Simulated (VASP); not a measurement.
Here is a VASP 6.6.1 calculation.

File INCAR:

```
SYSTEM = Ag
ALGO = Fast
EDIFF = 1E-6
ENCUT = 520
GGA = PE
ISIF = 2
ISMEAR = -1
LASPH = .TRUE.
LCHARG = .FALSE.
LREAL = .FALSE.
LWAVE = .FALSE.
NBANDS = 12
NELM = 100
PREC = Accurate
SIGMA = 0.1
```

Contents of KPOINTS:

```
k-points
0
G
  8 8 8
  0 0 0
```

POSCAR

```
Ag
1.0
   -1.6556540000      1.6556540000      1.6556540000
    1.6556540000     -1.6556540000      1.6556540000
    1.6556540000      1.6556540000     -1.6556540000
Ag
1
Direct
    0.0000000000      0.0000000000      0.0000000000
```

Potentials or basis: VASP PAW PBE potentials, release 64 (Ag).

The run is started by

```sh
$ cat potpaw_PBE.64/Ag/POTCAR > POTCAR
$ mpirun -np 1 vasp_std > vasp.out
```

Task: Estimate the pressure.

Result: -0.6 GPa.
